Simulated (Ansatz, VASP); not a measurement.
## One calculation of CSO, two programs

```
O C S
1.0
     9.52147    0.00000    0.00000
     0.00000    9.52147    0.00000
     0.00000    0.00000    9.52147
O C S
8 8 8
Direct
  0.58205 0.59125 0.22197
  0.81444 0.06059 0.35592
  0.69026 0.80242 0.62255
  0.07910 0.25747 0.16266
  0.12958 0.89620 0.23971
  0.32401 0.32811 0.67390
  0.27357 0.61994 0.46934
  0.54715 0.11454 0.87659
  0.52562 0.48253 0.23163
  0.78117 0.13625 0.44661
  0.77341 0.79601 0.71260
  0.03748 0.23885 0.04867
  0.16855 0.95729 0.33880
  0.39055 0.40823 0.73878
  0.15664 0.58262 0.46467
  0.53557 0.03050 0.96545
  0.45014 0.33696 0.24446
  0.73634 0.23731 0.56850
  0.88438 0.78771 0.83379
  0.98179 0.21402 0.89591
  0.22142 0.03909 0.47143
  0.47927 0.51626 0.82558
  0.00007 0.53256 0.45880
  0.52111 0.91735 0.08393
```

Alike in both runs: functional PBE; k mesh 1 × 1 × 1; occupations fermi-dirac, width 0.02 eV; no spin polarisation.

Ansatz relaxed the structure, and its values are those at the end. VASP's run is a single point on that final structure, the one shown.

|  | VASP | Ansatz |
| --- | --- | --- |
| version | VASP 6.6.1 | Ansatz 0.2.0 |
| potentials or method | VASP PAW PBE potentials, release 64 (O_h, C_h, S), cutoff 1000 eV | scalar-relativistic, plane waves, PAW |
| valence electrons in the cell | 128 | 128 |

```csv
,VASP,Ansatz,Ansatz less VASP
rms of the force components (eV/Å),0.131,0.027,-0.1043
```

One of these differences is far larger than is usual between the two programs; its cause wasn't traced.
